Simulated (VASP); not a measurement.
A run of VASP 6.6.1 is set up as follows.

File INCAR:

```
PREC = Accurate ; ENCUT = 520
EDIFF = 1E-6 ; ISMEAR = -1
SIGMA = 0.05 ; LREAL = False
LASPH = True ; NELM = 60
ALGO = Normal ; ISIF = 2
LWAVE = False ; LCHARG = False
GGA = PS ; IVDW = 12
NBANDS = 44
```

KPOINTS

```
Automatic mesh
0
Gamma
  6 6 6
```

File POSCAR:

```
SiO2
1.0
   -2.6304166113      4.4527292092      4.5334109504
    2.6304166113     -4.4527292092      4.5334109504
    2.6304166113      4.4527292092     -4.5334109504
Si O
4 8
Direct
    0.2675419577      0.8369129789      0.4306289788
    0.0937159999      0.1630870211      0.9306289788
    0.7324580423      0.1630870211      0.5693710212
    0.9062840001      0.8369129789      0.0693710212
    0.5000000000      0.0000000000      0.5000000000
    0.0000000000      0.0000000000      0.0000000000
    0.7615480757      0.0000000000      0.2615480757
    0.2384519243      0.5000000000      0.2384519243
    0.2384519243      0.0000000000      0.7384519243
    0.7615480757      0.5000000000      0.7615480757
    0.9019381548      0.1519381548      0.7500000000
    0.0980618452      0.8480618452      0.2500000000
```

Potentials or basis: VASP PAW PBE potentials, release 64 (Si, O).

Run with:

```console
$ cat potpaw_PBE.64/Si/POTCAR potpaw_PBE.64/O/POTCAR > POTCAR
$ mpirun -np 1 vasp_std > vasp.out
```

**Question.** Estimate the largest force.

**Answer.** 0.047 eV/Å.

**Question.** Predict the pressure.

**Answer.** 0.3 GPa.

Forces in eV/Å, atoms in the order of the input:
```
Si   0.000  0.039  0.026
Si   0.000  0.039 -0.026
Si   0.000 -0.039 -0.026
Si   0.000 -0.039  0.026
O    0.000  0.000  0.000
O    0.000  0.000  0.000
O    0.000 -0.017  0.000
O    0.000  0.017  0.000
O    0.000  0.017  0.000
O    0.000 -0.017  0.000
O    0.000  0.000  0.005
O    0.000  0.000 -0.005
```

Caveat: three body term missing; the PAW data sets were made with another functional, which shifts forces and pressure a little.
